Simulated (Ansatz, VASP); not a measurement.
## SrO in VASP and in Ansatz

POSCAR

```
SrO
1.0
    3.5471277480      0.0000000000      0.0000000000
   -1.7735638740      3.0719027403      0.0000000000
    0.0000000000      0.0000000000      6.2083420350
Sr O
2 2
Direct
    0.3333333333      0.6666666667      0.2500000000
    0.6666666667      0.3333333333      0.7500000000
    0.0000000000      0.0000000000      0.0000000000
    0.0000000000      0.0000000000      0.5000000000
```

Contents of INCAR.step1:

```
PREC = Accurate ; ENCUT = 520
EDIFF = 1E-5 ; ISMEAR = 0
SIGMA = 0.01 ; LREAL = F
LASPH = T ; NELM = 100
ALGO = Normal ; ISIF = 2
LWAVE = T ; LCHARG = F
GGA = PE ; NBANDS = 24
```

INCAR.step2

```
PREC = Accurate ; ENCUT = 520
EDIFF = 1E-7 ; ISMEAR = 0
SIGMA = 0.01 ; LREAL = F
LASPH = T ; NELM = 100
ALGO = Normal ; ISIF = 2
LWAVE = F ; LCHARG = F
GGA = PE ; LHFCALC = T
AEXX = 0.35 ; HFSCREEN = 0.2078
PRECFOCK = Normal ; ISTART = 1
NBANDS = 24
```

File KPOINTS:

```
regular mesh
0
Gamma
  6 6 2
```

Input for Ansatz:

```yaml
crystal:
  lattice:
    - [3.547127748, 0.0, 0.0]
    - [-1.773563874, 3.0719027403, 0.0]
    - [0.0, 0.0, 6.208342035]
  atoms:
    - { symbol: Sr, position: [0.3333333333, 0.6666666667, 0.25] }
    - { symbol: Sr, position: [0.6666666667, 0.3333333333, 0.75] }
    - { symbol: O, position: [0.0, 0.0, 0.0] }
    - { symbol: O, position: [0.0, 0.0, 0.5] }
kpoints:
  mp_grid: { grid: [6, 6, 2] }
hamiltonian:
  xc:
    exchange: pbe
    correlation: pbe
    exx: { coeff: 0.35, omega: 0.2078 }
scf:
  occupations: { method: fixed }
  n_extra_bands: 5
output:
  forces: true
  stress: true
  eigenvalues: true
```

Alike in both runs: task single point; functional PBE-based screened hybrid; k mesh 6 × 6 × 2; no spin polarisation.

|  | VASP | Ansatz |
| --- | --- | --- |
| version | VASP 6.6.1 | Ansatz 0.2.0 |
| potentials or method | VASP PAW PBE potentials, release 64 (Sr_sv, O) | plane waves |
| plane-wave cutoff (eV) | 520 | 420 |
| occupations | gaussian, width 0.01 eV | fixed |
| valence electrons in the cell | 32 | 32 |

VASP gave:

- gap on the k mesh at the Fermi level (eV): 5.12
- pressure (GPa): -0.6
- traceless stress, the component that is largest in VASP (GPa): -0.20

Q: Which values does Ansatz return?

A: gap on the k mesh at the Fermi level (eV): 5.13; pressure (GPa): -1.1; traceless stress, the component that is largest in VASP (GPa): -0.18.

VASP's potentials were made for PBE, not for PBE-based screened hybrid. Ansatz's warnings: stress exchange threshold loose, stress scf threshold loose.

The k mesh is coarse, so the values compare programs but aren't converged.
